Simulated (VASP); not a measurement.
Here is a VASP 6.6.1 calculation.

INCAR

```
PREC = Accurate
ENCUT = 520
EDIFF = 1E-6
ISMEAR = -1
SIGMA = 0.24
LREAL = False
LASPH = True
NELM = 60
ALGO = Normal
ISIF = 2
LWAVE = False
LCHARG = False
NBANDS = 56
```

Contents of KPOINTS:

```
Automatic mesh
0
Gamma
  2 2 2
```

The input POSCAR:

```
HfO2
1.0
    5.2801130000      0.0000000000      0.0000000000
    0.0000000000      5.2801130000      0.0000000000
    0.0000000000      0.0000000000      5.2801130000
Hf O
4 8
Direct
    0.0078218023     -0.0490709195      0.0657940465
    0.5058603859      0.4892319539     -0.0610024823
    0.4922811311      0.0297342121      0.4597250097
    0.0091096535      0.5270909922      0.5335870653
    0.2227603841      0.2249951848      0.3533447106
    0.7799643682      0.7495672915      0.8369896629
    0.8081077053      0.8334859500      0.3653899074
    0.1306979604      0.2811303470      0.8543756545
    0.6834702212      0.3095577689      0.6186420632
    0.2548430308      0.6863300085      0.2031395919
    0.2860166061      0.7449840562      0.6999660803
    0.6658759008      0.2035751886      0.0892973313
```

Potentials or basis: VASP PAW LDA potentials, release 64 (Hf_pv, O).

Run with:

```sh
$ cat potpaw_LDA.64/Hf_pv/POTCAR potpaw_LDA.64/O/POTCAR > POTCAR
$ mpirun -np 1 vasp_std > vasp.out
```

Task: What does it give for the band gap on the k mesh?

Result: 3.12 eV, direct.

Task: Predict the largest force.

Result: 3.616 eV/Å.

Task: What does it give for the pressure?

Result: -12.6 GPa.

Stress tensor (GPa, compression positive):
```
-14.76  -5.63   7.92
 -5.63 -18.99   1.04
  7.92   1.04  -4.11
```

Caveat: the k points lie up to 0.59 Å⁻¹ apart; spin-orbit coupling is left out, which moves the levels of the heavy elements; forces of over 1 eV/Å act on the atoms, so gaps and moduli don't describe the material at rest. A k mesh can miss the band edges.
